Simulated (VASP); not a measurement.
# AlN (F-43m) in VASP: further runs

Aim: see how the results for AlN move with the level of theory and the settings. Levels: PBE-based global hybrid with 15 % exact exchange, PBE-based global hybrid with 30 % exact exchange. Tasks: single point.

All numbers are computed with VASP 6.6.1; they aren't measurements. Logs are shortened: lines on timing, memory, paths and dates and some standing lists are left out, and cuts for length are marked.

**1. The cell of the first run**

The structure is cubic, space group F-43m (No. 216). The conventional cell has a = 4.368 Å, b = 4.368 Å, c = 4.368 Å, α = 90.00°, β = 90.00°, γ = 90.00°. Al (site symmetry -43m) has 4 N at 1.89 Å within 2.5 Å. Within 2.5 Å of N (site symmetry -43m) lie 4 Al at 1.89 Å.

**2. Single point, PBE-based global hybrid with 15 % exact exchange**

Input file POSCAR:

```
AlN
1.0
    0.0000000000      2.1839935600      2.1839935600
    2.1839935600      0.0000000000      2.1839935600
    2.1839935600      2.1839935600      0.0000000000
Al N
1 1
Direct
    0.0000000000      0.0000000000      0.0000000000
    0.7500000000      0.7500000000      0.7500000000
```

Input file INCAR.step1:

```
PREC     = Accurate       # precision mode
ENCUT    = 520            # plane-wave cutoff, eV
EDIFF    = 1E-5           # SCF threshold, eV
ISMEAR   = 0              # smearing method
SIGMA    = 0.01           # smearing width, eV
LREAL    = False          # projectors in reciprocal space
LASPH    = True           # aspherical terms in the spheres
NELM     = 120            # most SCF steps
ALGO     = Normal         # electronic algorithm
ISIF     = 2              # what is computed and relaxed
LWAVE    = True           # write WAVECAR
LCHARG   = False          # write CHGCAR
NBANDS   = 11             # bands
GGA      = PE             # functional
GGA_COMPAT= False
```

Input file INCAR.step2:

```
PREC     = Accurate       # precision mode
ENCUT    = 520            # plane-wave cutoff, eV
EDIFF    = 1E-6           # SCF threshold, eV
ISMEAR   = 0              # smearing method
SIGMA    = 0.01           # smearing width, eV
LREAL    = False          # projectors in reciprocal space
LASPH    = True           # aspherical terms in the spheres
NELM     = 120            # most SCF steps
ALGO     = Normal         # electronic algorithm
ISIF     = 2              # what is computed and relaxed
LWAVE    = False          # write WAVECAR
LCHARG   = False          # write CHGCAR
GGA      = PE             # functional
LHFCALC  = True           # exact exchange
AEXX     = 0.15           # exact-exchange fraction
PRECFOCK = Normal       
NBANDS   = 11             # bands
ISTART   = 1            
GGA_COMPAT= False
```

Input file KPOINTS:

```
Automatic mesh
0
Gamma
  5 5 5
```

Potentials or basis: VASP PAW PBE potentials, release 64 (Al, N).

Started as:

```sh
cat potpaw_PBE.64/Al/POTCAR potpaw_PBE.64/N/POTCAR > POTCAR
cp INCAR.step1 INCAR
mpirun -np 1 vasp_std > vasp.out
cp INCAR.step2 INCAR
mpirun -np 1 vasp_std > vasp.out
```

OUTCAR:

```text
PREC = Accurate
   ENCUT = 520
   EDIFF = 1E-6
   ISMEAR = 0
   LREAL = False
   LASPH = True
   NELM = 120
   ISIF = 2
   GGA = PE
   LHFCALC = True
   AEXX = 0.15
   PRECFOCK = Normal
   ISTART = 1

 ion  position               nearest neighbor table
   1  0.000  0.000  0.000-   2 1.89   2 1.89   2 1.89   2 1.89
   2  0.750  0.750  0.750-   1 1.89   1 1.89   1 1.89   1 1.89

  LATTYP: Found a face centered cubic cell.
 ALAT       =     4.3679871200

  Lattice vectors:

 A1 = (   0.0000000000,   2.1839935600,   2.1839935600)
 A2 = (   2.1839935600,   0.0000000000,   2.1839935600)
 A3 = (   2.1839935600,   2.1839935600,   0.0000000000)

Analysis of symmetry for initial positions (statically):
=====================================================================
 Subroutine PRICEL returns:
 Original cell was already a primitive cell.

 Routine SETGRP: Setting up the symmetry group for a
 face centered cubic supercell.

 Subroutine GETGRP returns: Found 24 space group operations
 (whereof 24 operations were pure point group operations)
 out of a pool of 48 trial point group operations.

The static configuration has the point symmetry T_d .

Analysis of symmetry for dynamics (positions and initial velocities):
=====================================================================
 Subroutine PRICEL returns:
 Original cell was already a primitive cell.

 Routine SETGRP: Setting up the symmetry group for a
 face centered cubic supercell.

 Subroutine GETGRP returns: Found 24 space group operations
 (whereof 24 operations were pure point group operations)
 out of a pool of 48 trial point group operations.

The dynamic configuration has the point symmetry T_d .

 Subroutine INISYM returns: Found 24 space group operations
 (whereof 24 operations are pure point group operations),
 and found     1 'primitive' translations

----------------------------------------------------------------------------------------

                                     Primitive cell

  volume of cell :      20.8345

  direct lattice vectors                    reciprocal lattice vectors
     0.000000000  2.183993560  2.183993560    -0.228938404  0.228938404  0.228938404
     2.183993560  0.000000000  2.183993560     0.228938404 -0.228938404  0.228938404
     2.183993560  2.183993560  0.000000000     0.228938404  0.228938404 -0.228938404

  length of vectors
     3.088633313  3.088633313  3.088633313     0.396532948  0.396532948  0.396532948

  position of ions in fractional coordinates (direct lattice)
     0.000000000  0.000000000  0.000000000
     0.750000000  0.750000000  0.750000000

  ion indices of the primitive-cell ions
   primitive index   ion index
                 1           1
                 2           2

----------------------------------------------------------------------------------------

 KPOINTS: Automatic mesh

Automatic generation of k-mesh.
 Grid dimensions read from file:
 generate k-points for:    5    5    5

 Generating k-lattice:

  Cartesian coordinates                     Fractional coordinates (reciprocal lattice)
    -0.045787681  0.045787681  0.045787681     0.200000000  0.000000000  0.000000000
     0.045787681 -0.045787681  0.045787681     0.000000000  0.200000000  0.000000000
     0.045787681  0.045787681 -0.045787681     0.000000000  0.000000000  0.200000000

  Length of vectors
     0.079306590  0.079306590  0.079306590

  Shift w.r.t. Gamma in fractional coordinates (k-lattice)
     0.000000000  0.000000000  0.000000000

 Subroutine IBZKPT returns following result:
 ===========================================

 Found     10 irreducible k-points:

 Following reciprocal coordinates:
            Coordinates               Weight
  0.000000  0.000000  0.000000      1.000000
  0.200000  0.000000  0.000000      8.000000
  0.400000  0.000000  0.000000      8.000000
  0.200000  0.200000  0.000000      6.000000
  0.400000  0.200000  0.000000     24.000000
 -0.400000  0.200000  0.000000     24.000000
 -0.200000  0.200000  0.000000     12.000000
  0.400000  0.400000  0.000000      6.000000
 -0.400000  0.400000  0.000000     12.000000
 -0.400000  0.400000  0.200000     24.000000
   k-points           NKPTS =     10   k-points in BZ     NKDIM =    125   number of bands    NBANDS=     11
   number of dos      NEDOS =    301   number of ions     NIONS =      2
   total plane-waves  NPLWV =  13824
   dimension x,y,z NGX =    24 NGY =   24 NGZ =   24
   dimension x,y,z NGXF=    48 NGYF=   48 NGZF=   48
   ions per type =               1   1
   NGX,Y,Z   is equivalent  to a cutoff of  12.92, 12.92, 12.92 a.u.
   NGXF,Y,Z  is equivalent  to a cutoff of  25.84, 25.84, 25.84 a.u.
 SYSTEM =  unknown system
   PREC   = accura    normal or accurate (medium, high low for compatibility)
   ISTART =      1    job   : 0-new  1-cont  2-samecut
   ICHARG =      0    charge: 1-file 2-atom 10-const
   ISPIN  =      1    spin polarized calculation?
   LNONCOLLINEAR =      F non collinear calculations
   LSORBIT =      F    spin-orbit coupling
   LASPH  =      T    aspherical Exc in radial PAW
   ENCUT  =  520.0 eV  38.22 Ry    6.18 a.u.   5.74  5.74  5.74*2*pi/ulx,y,z
   NELM   =    120;   NELMIN=  2; NELMDL=  0     # of ELM steps
   EDIFF  = 0.1E-05   stopping-criterion for ELM
   LREAL  =      F    real-space projection
   EDIFFG = 0.1E-04   stopping-criterion for IOM
   NSW    =      0    number of steps for IOM
   IBRION =     -1    ionic relax: 0-MD 1-quasi-New 2-CG
   NFREE  =      0    steps in history (QN), initial steepest desc. (CG)
   ISIF   =      2    stress and relaxation
   ISYM   =      3    0-nonsym 1-usesym 2-fastsym
   POTIM  = 0.5000    time-step for ionic-motion
   TEBEG  =    0.0;   TEEND  =   0.0 temperature during run
   PSTRESS=    0.0 pullay stress
   NELECT =       8.0000    total number of electrons
   NUPDOWN=      -1.0000    fix difference up-down
   EMIN   =  10.00;   EMAX   =-10.00  energy-range for DOS
   EFERMI =   0.00;   METHOD = LEGACY
   ISMEAR =     0;   SIGMA  =   0.01  broadening in eV -4-tet -1-fermi 0-gaus
   EFERMI_NEDOS =   21; number of points for ismear=-14 and -15
   IALGO  =     38    algorithm
   IMIX   =      1    mixing-type and parameters
     AMIX     =   0.40;   BMIX     =  1.00
     AMIX_MAG =   1.60;   BMIX_MAG =  1.00
  volume/ion in A,a.u.               =      10.42        70.30
  Fermi-wavevector in a.u.,A,eV,Ry     =   1.189899  2.248583 19.263943  1.415860
  Thomas-Fermi vector in A             =   2.325996
   LORBIT       =      0    0 simple, 1 ext, 2 COOP (PROOUT), +10 PAW based schemes
   GGA     = PE    functional components
   LHFCALC =     T    Hartree Fock is set to
   PRECFOCK=normal    Normal, Fast or Accurate (Low or Medium for compatibility)
   ENCUT4O =  -1.0   cutoff for four orbital integrals eV
   NKREDX  =     1    reduce k-point grid by
   NKREDY  =     1    reduce k-point grid by
   NKREDZ  =     1    reduce k-point grid by
   AEXX    =    0.1500 exact exchange contribution
   HFSCREEN=    0.0000 screening length (either q_TF or 0.3 A-1)
   HFSCREENC=   0.0000 screening length for correlation (either q_TF or 0.3 A-1)
   ENCUTFOCK=  -1.0 apply spherical cutoff to Coloumb kernel
   IVDW    =     0    specifies the selected vdW correction
   LEPSILON=     F    determine dielectric tensor
   LRPA    =     F    only Hartree local field effects (RPA)
 non-spin polarized calculation
 Gauss-broadening in eV      SIGMA  =   0.01
  energy-cutoff  :      520.00
  volume of cell :       20.83
 maximum number of plane-waves:       568
  NGX = 18; NGY = 18; NGZ = 18

 number of electron       8.0000000 magnetization

 Free energy of the ion-electron system (eV)
  ---------------------------------------------------
  ext. energy  EPLUGINS =         0.00000000
  ---------------------------------------------------
  free energy    TOTEN  =       -16.91333419 eV

  energy without entropy =      -16.91333419  energy(sigma->0) =      -16.91333419

 E-fermi :   5.2644     XC(G=0):  -9.5376

 val. band max:        5.1862055553   @ k =   0.0000   0.0000   0.0000
 cond. band min:      10.2950490167   @ k =   0.4000   0.4000   0.0000
 fundamental gap:      5.1088434614
 Fermi energy:         5.2643861703

 k-point     1 :       0.0000    0.0000    0.0000
  band No.  band energies     occupation
      1     -10.7095      2.00000
      2       5.1862      2.00000
      3       5.1862      2.00000
      4       5.1862      2.00000
      5      10.6473      0.00000
      6      19.2280      0.00000
      7      19.2280      0.00000
      8      19.2280      0.00000
      9      24.4960      0.00000
     10      24.4960      0.00000
     11      25.8877      0.00000

 k-point     2 :       0.2000    0.0000    0.0000
  band No.  band energies     occupation
      1     -10.1218      2.00000
      2       2.6603      2.00000
      3       4.9935      2.00000
      4       4.9935      2.00000
      5      12.4968      0.00000
      6      18.0468      0.00000
      7      19.3053      0.00000
      8      19.3053      0.00000
      9      22.6378      0.00000
     10      22.6378      0.00000
     11      24.1438      0.00000

 k-point     3 :       0.4000    0.0000    0.0000
  band No.  band energies     occupation
      1      -8.8610      2.00000
      2      -0.4507      2.00000
      3       4.7158      2.00000
      4       4.7158      2.00000
      5      13.8065      0.00000
      6      16.7849      0.00000
      7      17.9939      0.00000
      8      17.9939      0.00000
      9      24.4444      0.00000
     10      25.6638      0.00000
     11      25.6638      0.00000
[... 71 lines left out ...]
 k-point     9 :      -0.4000    0.4000    0.0000
  band No.  band energies     occupation
      1      -7.9046      2.00000
      2       0.4622      2.00000
      3       1.8315      2.00000
      4       3.5821      2.00000
      5      11.0780      0.00000
      6      16.3857      0.00000
      7      20.2574      0.00000
      8      21.4690      0.00000
      9      21.9872      0.00000
     10      27.7461      0.00000
     11      31.4990      0.00000

 k-point    10 :      -0.4000    0.4000    0.2000
  band No.  band energies     occupation
      1      -8.0851      2.00000
      2       0.6025      2.00000
      3       2.0943      2.00000
      4       3.2124      2.00000
      5      12.6173      0.00000
      6      17.3856      0.00000
      7      18.0018      0.00000
      8      20.2595      0.00000
      9      23.4686      0.00000
     10      26.0726      0.00000
     11      31.6429      0.00000

------------------------ aborting loop because EDIFF is reached ----------------------------------------

  FORCE on cell =-STRESS in cart. coord.  units (eV):
  Direction    XX          YY          ZZ          XY          YZ          ZX
  --------------------------------------------------------------------------------------
  -------------------------------------------------------------------------------------
  Total        0.1912352      0.1912352      0.1912352      0.0000000      0.0000000      0.0000000
  in kB       14.7059938     14.7059938     14.7059938      0.0000000      0.0000000      0.0000000
  external PRESSURE =      14.7059938 kB  Pullay stress =       0.0000000 kB

 VOLUME and BASIS-vectors are now :
 -----------------------------------------------------------------------------
  energy-cutoff  :      520.00
  volume of cell :       20.83
      direct lattice vectors                 reciprocal lattice vectors
     0.000000000  2.183993560  2.183993560    -0.228938404  0.228938404  0.228938404
     2.183993560  0.000000000  2.183993560     0.228938404 -0.228938404  0.228938404
     2.183993560  2.183993560  0.000000000     0.228938404  0.228938404 -0.228938404

 POSITION                                       TOTAL-FORCE (eV/Angst)
 -----------------------------------------------------------------------------------
      0.00000      0.00000      0.00000         0.000000     -0.000000     -0.000000
      3.27599      3.27599      3.27599         0.000000      0.000000      0.000000
 -----------------------------------------------------------------------------------
    total drift:                               -0.000000     -0.000000     -0.000000

  FREE ENERGIE OF THE ION-ELECTRON SYSTEM (eV)
  ---------------------------------------------------
  free  energy   TOTEN  =       -16.9133341872 eV

  energy  without entropy=      -16.9133341872  energy(sigma->0) =      -16.91333419
```

Wall time 5.2 min (1 thread of Intel Xeon 8259CL, shared host); peak memory 0.11 GiB.

What came out:

```yaml
Free_energy: -16.9133 eV
Pressure: 1.5 GPa
Band_gap_on_the_k_mesh: 5.11 eV (least direct gap 5.46 eV)
```

Levels at points of the mesh, in eV from the valence-band top:
| k point | band 2 | band 3 | band 4 | band 5 | band 6 | band 7 |
| --- | --- | --- | --- | --- | --- | --- |
| (0.00, 0.00, 0.00) | 0.00 | 0.00 | 0.00 | 5.46 | 14.04 | 14.04 |

Caveat: the k points lie up to 0.50 Å⁻¹ apart; the PAW data sets were made with another functional, which shifts forces and pressure a little; an odd mesh through Γ misses points on the zone boundary, where band edges can lie.

**3. Single point, PBE-based global hybrid with 30 % exact exchange**

POSCAR is that of step 2.

Input file INCAR.step1:

```
SYSTEM = AlN
PREC = Accurate
ENCUT = 520
EDIFF = 1E-5
ISMEAR = 0
SIGMA = 0.01
LREAL = .FALSE.
LASPH = .TRUE.
NELM = 120
ALGO = Normal
ISIF = 2
LWAVE = .TRUE.
GGA = PE
NBANDS = 11
GGA_COMPAT = .FALSE.
```

Input file INCAR.step2:

```
SYSTEM = AlN
PREC = Accurate
ENCUT = 520
EDIFF = 1E-6
ISMEAR = 0
SIGMA = 0.01
LREAL = .FALSE.
LASPH = .TRUE.
NELM = 120
ALGO = Normal
ISIF = 2
LWAVE = .FALSE.
LCHARG = .TRUE.
GGA = PE
LHFCALC = .TRUE.
AEXX = 0.3
PRECFOCK = Normal
LELF = .TRUE.
LVHAR = .TRUE.
ISTART = 1
NBANDS = 11
GGA_COMPAT = .FALSE.
```

Input file KPOINTS:

```
regular mesh
0
G
  5 5 5
  0 0 0
```

Potentials or basis: VASP PAW PBE potentials, release 64 (Al, N).

Started as:

```sh
cat potpaw_PBE.64/Al/POTCAR potpaw_PBE.64/N/POTCAR > POTCAR
cp INCAR.step1 INCAR
mpirun -np 1 vasp_std > vasp.out
cp INCAR.step2 INCAR
mpirun -np 1 vasp_std > vasp.out
```

It took 5.3 min on 1 thread of Intel Xeon 8259CL, shared host; peak memory 0.11 GiB.

It converged, with:

```
Free energy            : -19.0384 eV
Pressure               : -1.6 GPa
Band gap on the k mesh : 6.35 eV (least direct gap 6.76 eV)
```

Levels at points of the mesh, in eV from the valence-band top:
| k point | band 2 | band 3 | band 4 | band 5 | band 6 | band 7 |
| --- | --- | --- | --- | --- | --- | --- |
| (0.00, 0.00, 0.00) | 0.00 | 0.00 | 0.00 | 6.76 | 15.54 | 15.54 |

Caveat: the k points lie up to 0.50 Å⁻¹ apart; the PAW data sets were made with another functional, which shifts forces and pressure a little; an odd mesh through Γ misses points on the zone boundary, where band edges can lie.
